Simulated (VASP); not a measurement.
# MgCd3O (P4mm) in VASP: further runs

MgCd3O is run at these levels: PBE; tasks: relaxation of cell and atoms.

Everything below comes from runs of VASP 6.6.1. Logs are shortened: lines on timing, memory, paths and dates and some standing lists are left out, and cuts for length are marked.

## (1) The cell of the first run

Symmetry: P4mm, No. 99, tetragonal system. Conventional cell: a = 4.400 Å, b = 4.400 Å, c = 5.241 Å, α = 90.00°, β = 90.00°, γ = 90.00°. Within 4.1 Å of Mg (site symmetry 4mm) lie 12 Cd at 3.12 to 3.65 Å and 4 O at 3.66 Å. Cd (site symmetry 4mm) has 1 O at 2.18 Å within 2.9 Å. Cd (site symmetry 2mm) has 2 O at 2.41 Å and 6 Cd at 3.03 to 3.11 Å and 2 Mg at 3.21 Å within 3.3 Å. O (site symmetry 4mm) has 5 Cd at 2.18 to 2.41 Å within 2.9 Å.

The cell was generated, and may not be a known phase.

## (2) Relaxation of cell and atoms, PBE

File INCAR:

```
SYSTEM = MgCd3O
PREC     = Accurate       ! precision mode
ENCUT    = 600            ! plane-wave cutoff, eV
EDIFF    = 1E-7           ! SCF threshold, eV
ISMEAR   = 0              ! smearing method
SIGMA    = 0.1            ! smearing width, eV
LREAL    = .FALSE.        ! projectors in reciprocal space
LASPH    = .TRUE.         ! aspherical terms in the spheres
NELM     = 120            ! most SCF steps
ALGO     = Normal         ! electronic algorithm
ISIF     = 3              ! what is computed and relaxed
LWAVE    = .FALSE.        ! write WAVECAR
LCHARG   = .FALSE.        ! write CHGCAR
GGA      = PE             ! functional
IBRION   = 2              ! ionic algorithm
NSW      = 100            ! ionic steps
EDIFFG   = -0.01          ! ionic threshold
GGA_COMPAT= .FALSE.      
NELMIN   = 4
```

File KPOINTS:

```
regular mesh
0
G
  8 8 8
  0 0 0
```

File POSCAR:

```
MgCd3O
1.0
    4.3997730117      0.0000000000      0.0000000000
    0.0000000000      4.3997730117      0.0000000000
    0.0000000000      0.0000000000      5.2405398577
Mg Cd O
1 3 1
Direct
    0.0000000000      0.0000000000      0.0397236179
    0.5000000000      0.5000000000      0.0869532290
    0.0000000000      0.5000000000      0.4849535881
    0.5000000000      0.0000000000      0.4849535881
    0.5000000000      0.5000000000      0.6713159769
```

Potentials or basis: VASP PAW PBE potentials, release 64 (Mg, Cd, O).

Run with:

```
$ cat potpaw_PBE.64/Mg/POTCAR potpaw_PBE.64/Cd/POTCAR potpaw_PBE.64/O/POTCAR > POTCAR
$ mpirun -np 1 vasp_std > vasp.out
```

OUTCAR:

```text
SYSTEM = MgCd3O
   PREC = Accurate
   ENCUT = 600
   EDIFF = 1E-7
   ISMEAR = 0
   LREAL = .FALSE.
   LASPH = .TRUE.
   NELM = 120
   ISIF = 3
   GGA = PE
   IBRION = 2
   NSW = 100
   EDIFFG = -0.01
   NELMIN = 4

 ion  position               nearest neighbor table
   1  0.000  0.000  0.040-   2 3.12   2 3.12   2 3.12   2 3.12   3 3.21   4 3.21   4 3.21   3 3.21
                             3 3.65   4 3.65   4 3.65   3 3.65
   2  0.500  0.500  0.087-   5 2.18   4 3.03   3 3.03   4 3.03   3 3.03   1 3.12   1 3.12   1 3.12
                             1 3.12
   3  0.000  0.500  0.485-   5 2.41   5 2.41   2 3.03   2 3.03   4 3.11   4 3.11   4 3.11   4 3.11
                             1 3.21   1 3.21   1 3.65   1 3.65
   4  0.500  0.000  0.485-   5 2.41   5 2.41   2 3.03   2 3.03   3 3.11   3 3.11   3 3.11   3 3.11
                             1 3.21   1 3.21   1 3.65   1 3.65
   5  0.500  0.500  0.671-   2 2.18   3 2.41   4 2.41   4 2.41   3 2.41

  LATTYP: Found a simple tetragonal cell.
 ALAT       =     4.3997730117
 C/A-ratio  =     1.1910932323

  Lattice vectors:

 A1 = (   4.3997730117,   0.0000000000,   0.0000000000)
 A2 = (   0.0000000000,   4.3997730117,   0.0000000000)
 A3 = (   0.0000000000,   0.0000000000,   5.2405398577)

Analysis of symmetry for initial positions (statically):
=====================================================================
 Subroutine PRICEL returns:
 Original cell was already a primitive cell.

 Routine SETGRP: Setting up the symmetry group for a
 simple tetragonal supercell.

 Subroutine GETGRP returns: Found  8 space group operations
 (whereof  8 operations were pure point group operations)
 out of a pool of 16 trial point group operations.

The static configuration has the point symmetry C_4v.

Analysis of symmetry for dynamics (positions and initial velocities):
=====================================================================
 Subroutine PRICEL returns:
 Original cell was already a primitive cell.

 Routine SETGRP: Setting up the symmetry group for a
 simple tetragonal supercell.

 Subroutine GETGRP returns: Found  8 space group operations
 (whereof  8 operations were pure point group operations)
 out of a pool of 16 trial point group operations.

The dynamic configuration has the point symmetry C_4v.

 Subroutine INISYM returns: Found  8 space group operations
 (whereof  8 operations are pure point group operations),
 and found     1 'primitive' translations

----------------------------------------------------------------------------------------

                                     Primitive cell

  volume of cell :     101.4464

  direct lattice vectors                    reciprocal lattice vectors
     4.399773012  0.000000000  0.000000000     0.227284452  0.000000000  0.000000000
     0.000000000  4.399773012  0.000000000     0.000000000  0.227284452  0.000000000
     0.000000000  0.000000000  5.240539858     0.000000000  0.000000000  0.190820035

  length of vectors
     4.399773012  4.399773012  5.240539858     0.227284452  0.227284452  0.190820035

  position of ions in fractional coordinates (direct lattice)
     0.000000000  0.000000000  0.039723618
     0.500000000  0.500000000  0.086953229
     0.000000000  0.500000000  0.484953588
     0.500000000  0.000000000  0.484953588
     0.500000000  0.500000000  0.671315977

  ion indices of the primitive-cell ions
   primitive index   ion index
                 1           1
                 2           2
                 3           3
                 4           4
                 5           5

----------------------------------------------------------------------------------------

 KPOINTS: regular mesh

Automatic generation of k-mesh.
 Grid dimensions read from file:
 generate k-points for:    8    8    8

 Generating k-lattice:

  Cartesian coordinates                     Fractional coordinates (reciprocal lattice)
     0.028410557  0.000000000  0.000000000     0.125000000  0.000000000  0.000000000
     0.000000000  0.028410557  0.000000000     0.000000000  0.125000000  0.000000000
     0.000000000  0.000000000  0.023852504     0.000000000  0.000000000  0.125000000

  Length of vectors
     0.028410557  0.028410557  0.023852504

  Shift w.r.t. Gamma in fractional coordinates (k-lattice)
     0.000000000  0.000000000  0.000000000

 Subroutine IBZKPT returns following result:
 ===========================================

 Found     75 irreducible k-points:

 Following reciprocal coordinates:
            Coordinates               Weight
  0.000000  0.000000  0.000000      1.000000
  0.125000  0.000000  0.000000      4.000000
  0.250000  0.000000  0.000000      4.000000
  0.375000  0.000000  0.000000      4.000000
  0.500000  0.000000  0.000000      2.000000
  0.125000  0.125000  0.000000      4.000000
[... 16 lines left out ...]
  0.375000  0.125000  0.125000     16.000000
  0.500000  0.125000  0.125000      8.000000
 [... further k-points ...]
   k-points           NKPTS =     75   k-points in BZ     NKDIM =     75   number of bands    NBANDS=     26
   number of dos      NEDOS =    301   number of ions     NIONS =      5
   total plane-waves  NPLWV =  54432
   dimension x,y,z NGX =    36 NGY =   36 NGZ =   42
   dimension x,y,z NGXF=    72 NGYF=   72 NGZF=   84
   ions per type =               1   3   1
   NGX,Y,Z   is equivalent  to a cutoff of  13.60, 13.60, 13.32 a.u.
   NGXF,Y,Z  is equivalent  to a cutoff of  27.21, 27.21, 26.65 a.u.
 SYSTEM =  MgCd3O
   PREC   = accura    normal or accurate (medium, high low for compatibility)
   ISTART =      0    job   : 0-new  1-cont  2-samecut
   ICHARG =      2    charge: 1-file 2-atom 10-const
   ISPIN  =      1    spin polarized calculation?
   LNONCOLLINEAR =      F non collinear calculations
   LSORBIT =      F    spin-orbit coupling
   LASPH  =      T    aspherical Exc in radial PAW
   ENCUT  =  600.0 eV  44.10 Ry    6.64 a.u.   8.79  8.79 10.47*2*pi/ulx,y,z
   NELM   =    120;   NELMIN=  4; NELMDL= -5     # of ELM steps
   EDIFF  = 0.1E-06   stopping-criterion for ELM
   LREAL  =      F    real-space projection
   EDIFFG = -.1E-01   stopping-criterion for IOM
   NSW    =    100    number of steps for IOM
   IBRION =      2    ionic relax: 0-MD 1-quasi-New 2-CG
   NFREE  =      1    steps in history (QN), initial steepest desc. (CG)
   ISIF   =      3    stress and relaxation
   ISYM   =      2    0-nonsym 1-usesym 2-fastsym
   POTIM  = 0.5000    time-step for ionic-motion
   TEBEG  =    0.0;   TEEND  =   0.0 temperature during run
   PSTRESS=    0.0 pullay stress
   NELECT =      44.0000    total number of electrons
   NUPDOWN=      -1.0000    fix difference up-down
   EMIN   =  10.00;   EMAX   =-10.00  energy-range for DOS
   EFERMI =   0.00;   METHOD = LEGACY
   ISMEAR =     0;   SIGMA  =   0.10  broadening in eV -4-tet -1-fermi 0-gaus
   EFERMI_NEDOS =   21; number of points for ismear=-14 and -15
   IALGO  =     38    algorithm
   IMIX   =      4    mixing-type and parameters
     AMIX     =   0.40;   BMIX     =  1.00
     AMIX_MAG =   1.60;   BMIX_MAG =  1.00
  volume/ion in A,a.u.               =      20.29       136.92
  Fermi-wavevector in a.u.,A,eV,Ry     =   1.239216  2.341778 20.893858  1.535655
  Thomas-Fermi vector in A             =   2.373708
   LORBIT       =      0    0 simple, 1 ext, 2 COOP (PROOUT), +10 PAW based schemes
   GGA     = PE    functional components
   LHFCALC =     F    Hartree Fock is set to
   AEXX    =    0.0000 exact exchange contribution
   IVDW    =     0    specifies the selected vdW correction
   LEPSILON=     F    determine dielectric tensor
   LRPA    =     F    only Hartree local field effects (RPA)
 conjugate gradient relaxation of ions
 non-spin polarized calculation
 Gauss-broadening in eV      SIGMA  =   0.10
  energy-cutoff  :      600.00
  volume of cell :      101.45
 maximum number of plane-waves:      3421
 NGX is ok and might be reduce to    36
   NGX = 17   NGY = 17   NGZ = 21

--------------------------------------- Ionic step        1  -------------------------------------------

 number of electron      43.9999992 magnetization

 Free energy of the ion-electron system (eV)
  ---------------------------------------------------
  ext. energy  EPLUGINS =         0.00000000
  ---------------------------------------------------
  free energy    TOTEN  =        -9.62791982 eV

  energy without entropy =       -9.62138574  energy(sigma->0) =       -9.62465278

------------------------ aborting loop because EDIFF is reached ----------------------------------------

  FORCE on cell =-STRESS in cart. coord.  units (eV):
  Direction    XX          YY          ZZ          XY          YZ          ZX
  --------------------------------------------------------------------------------------
  -------------------------------------------------------------------------------------
  Total       -0.1488437     -0.1488437      1.3690738      0.0000000      0.0000000      0.0000000
  in kB       -2.3507394     -2.3507394     21.6222495      0.0000000      0.0000000      0.0000000
  external PRESSURE =       5.6402569 kB  Pullay stress =       0.0000000 kB
[... 98 lines left out ...]
  FREE ENERGIE OF THE ION-ELECTRON SYSTEM (eV)
  ---------------------------------------------------
  free  energy   TOTEN  =        -9.6455451309 eV

  energy  without entropy=       -9.6383297852  energy(sigma->0) =       -9.64193746

[... ionic steps 4 to 19 ...]

--------------------------------------- Ionic step       20  -------------------------------------------

 number of electron      43.9999987 magnetization

------------------------ aborting loop because EDIFF is reached ----------------------------------------

  FORCE on cell =-STRESS in cart. coord.  units (eV):
  Direction    XX          YY          ZZ          XY          YZ          ZX
  --------------------------------------------------------------------------------------
  -------------------------------------------------------------------------------------
  Total        0.0043959      0.0043959      0.0156970      0.0000000      0.0000000      0.0000000
  in kB        0.0686642      0.0686642      0.2451879      0.0000000      0.0000000      0.0000000
  external PRESSURE =       0.1275054 kB  Pullay stress =       0.0000000 kB
[... 63 lines left out ...]
  energy  without entropy=       -9.6482323506  energy(sigma->0) =       -9.65263109

--------------------------------------- Ionic step       22  -------------------------------------------

 number of electron      43.9999987 magnetization

 Free energy of the ion-electron system (eV)
  ---------------------------------------------------
  ext. energy  EPLUGINS =         0.00000000
  ---------------------------------------------------
  free energy    TOTEN  =        -9.65703798 eV

  energy without entropy =       -9.64823294  energy(sigma->0) =       -9.65263546

 E-fermi :   2.4575     XC(G=0): -10.0461

 val. band max:        2.4510556533   @ k =   0.3750   0.0000   0.1250
 cond. band min:       2.4590375904   @ k =   0.2500   0.2500   0.5000
 fundamental gap:      0.0079819371
 Fermi energy:         2.4575051520

 k-point     1 :       0.0000    0.0000    0.0000
  band No.  band energies     occupation
      1     -15.6952      2.00000
      2      -6.9614      2.00000
      3      -6.8265      2.00000
      4      -6.8265      2.00000
      5      -6.7284      2.00000
      6      -6.6678      2.00000
[... 685 lines left out ...]
     25       4.8440      0.00000
     26       5.5124      0.00000

 [... further k-points ...]
[... 5 lines left out ...]
  --------------------------------------------------------------------------------------
  -------------------------------------------------------------------------------------
  Total       -0.0045585     -0.0045585      0.0193350      0.0000000      0.0000000      0.0000000
  in kB       -0.0711795     -0.0711795      0.3019119      0.0000000      0.0000000      0.0000000
  external PRESSURE =       0.0531843 kB  Pullay stress =       0.0000000 kB
[... 20 lines left out ...]
  FREE ENERGIE OF THE ION-ELECTRON SYSTEM (eV)
  ---------------------------------------------------
  free  energy   TOTEN  =        -9.6570379813 eV

  energy  without entropy=       -9.6482329385  energy(sigma->0) =       -9.65263546

 reached required accuracy - stopping structural energy minimisation
```

Wall time 20 min (1 thread of AMD EPYC 9R45 (Zen 5), shared host); peak memory 0.37 GiB.

Results:

```yaml
Free_energy: -9.6570 eV
Relaxed_volume: 20.52 Å³/atom
Relaxed_cell: a = 4.339 Å, b = 4.339 Å, c = 5.449 Å, α = 90.00°, β = 90.00°, γ = 90.00°
Space_group_after_relaxing_to_0.1_Å: P4mm (No. 99)
Energy_gained_by_relaxing: 5.8 meV/atom
Ionic_steps: 22
Pressure_after_relaxing: 0.0 GPa
Largest_force_after_relaxing: 0.005 eV/Å
Band_gap_on_the_k_mesh: zero (bands 22 and 23 overlap by 3.04 eV)
```

Forces on the atoms (eV/Å):
```
Mg   0.000  0.000 -0.001
Cd   0.000  0.000 -0.005
Cd   0.000  0.000  0.002
Cd   0.000  0.000  0.002
O    0.000  0.000  0.001
```

The path:
| step | energy change (eV) | largest force (eV/Å) | pressure (GPa) | volume (Å³) |
| --- | --- | --- | --- | --- |
| 1 | 0.0000 | 0.1565 | 0.56 | 101.45 |
| 2 | -0.0147 | 0.1439 | -0.10 | 102.49 |
| 3 | -0.0176 | 0.2530 | -0.60 | 103.36 |
| 4 | -0.0254 | 0.1718 | -0.17 | 102.63 |
| 5 | -0.0271 | 0.1356 | 0.15 | 102.12 |
| 6 | -0.0286 | 0.0306 | 0.01 | 102.41 |
| 7 | -0.0286 | 0.0190 | -0.01 | 102.48 |
| 8 | -0.0287 | 0.0175 | -0.01 | 102.46 |
| 9 | -0.0289 | 0.0141 | 0.01 | 102.43 |
| 10 | -0.0289 | 0.0127 | 0.01 | 102.42 |
| 11 | -0.0289 | 0.0120 | -0.01 | 102.47 |
| 12 | -0.0289 | 0.0141 | -0.04 | 102.54 |
| 13 | -0.0289 | 0.0273 | -0.10 | 102.68 |
| 14 | -0.0289 | 0.0197 | -0.07 | 102.60 |
| 15 | -0.0290 | 0.0196 | -0.06 | 102.60 |
| 16 | -0.0290 | 0.0194 | -0.06 | 102.60 |
| 17 | -0.0290 | 0.0189 | -0.04 | 102.59 |
| 18 | -0.0291 | 0.0172 | -0.02 | 102.58 |
| 19 | -0.0291 | 0.0146 | 0.03 | 102.57 |
| 20 | -0.0291 | 0.0151 | 0.01 | 102.57 |
| 21 | -0.0291 | 0.0100 | 0.01 | 102.59 |
| 22 | -0.0291 | 0.0051 | 0.01 | 102.61 |

Final structure:
```yaml
crystal:
  lattice:
    - [4.33930, 0.00000, 0.00000]
    - [0.00000, 4.33930, 0.00000]
    - [0.00000, 0.00000, 5.44925]
  atoms:
    - { symbol: Mg, position: [0.00000, 0.00000, 0.04231] }
    - { symbol: Cd, position: [0.50000, 0.50000, 0.07917] }
    - { symbol: Cd, position: [0.00000, 0.50000, 0.48771] }
    - { symbol: Cd, position: [0.50000, 0.00000, 0.48771] }
    - { symbol: O, position: [0.50000, 0.50000, 0.67100] }
```

Levels at points of the mesh, in eV from the Fermi level:
```csv
k point,band 18,band 19,band 20,band 21,band 22,band 23,band 24,band 25,band 26
"(0.00, 0.00, 0.00)",-4.23,-3.66,-3.66,-0.85,0.64,1.72,1.72,1.77,3.58
"(0.50, 0.00, 0.00)",-4.65,-4.03,-3.25,-2.29,0.62,1.41,1.86,2.80,3.27
"(0.50, 0.50, 0.00)",-4.71,-4.21,-2.59,-2.15,-1.25,-1.25,2.47,2.71,2.71
"(0.00, 0.00, 0.50)",-3.71,-3.36,-3.36,-2.07,1.57,1.57,2.37,3.34,3.55
"(0.50, 0.00, 0.50)",-5.35,-3.74,-3.05,-1.70,-1.03,-0.22,3.48,4.08,4.73
"(0.50, 0.50, 0.50)",-4.28,-4.28,-2.25,-2.25,-1.92,-0.12,-0.10,1.85,1.85
```

(Part 1 of 2 ends here.)

The gap in the log of VASP goes by the Fermi energy; the results here count the filled bands.